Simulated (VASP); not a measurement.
Na2Os:

```
Na Os
1.0
     5.18521    0.00000    0.00000
    -2.59261    4.49053    0.00000
     0.00000    0.00000    2.45096
Na Os
2 1
Cartesian
  0.0000 2.9937 1.2255
  2.5926 1.4968 1.2255
  0.0000 0.0000 0.0000
```

```yaml
Program: VASP 6.6.1
Task: relaxation of cell and atoms
Functional: PBE
Potentials_or_basis: VASP PAW PBE potentials, release 64 (Na_pv, Os)
Cutoff: 600 eV
k_mesh: 12 × 12 × 18
Occupations: gaussian, width 0.1 eV
Spin: no spin polarisation
```

At the start: pressure 0.9 GPa; volume 19.02 Å³/atom.

Question: How do energy, volume and symmetry change on relaxing?

Answer: Over 5 steps the energy falls by 4.1 meV/atom and the volume is 19.07 Å³/atom (+0.2 %); space group P6/mmm (No. 191, to 0.1 Å) before and after.

The path:
| step | energy change (eV) | largest force (eV/Å) | pressure (GPa) | volume (Å³) |
| --- | --- | --- | --- | --- |
| 1 | 0.0000 | 0.0000 | 0.91 | 57.07 |
| 2 | -0.0094 | 0.0000 | -0.93 | 57.96 |
| 3 | -0.0113 | 0.0000 | -0.41 | 57.69 |
| 4 | -0.0122 | 0.0000 | -0.13 | 57.33 |
| 5 | -0.0123 | 0.0000 | -0.05 | 57.20 |

Final structure:
```
Na Os
1.0
     5.15077    0.00000    0.00000
    -2.57538    4.46070    0.00000
     0.00000    0.00000    2.48939
Na Os
2 1
Direct
  0.33333 0.66667 0.50000
  0.66667 0.33333 0.50000
  0.00000 0.00000 0.00000
```
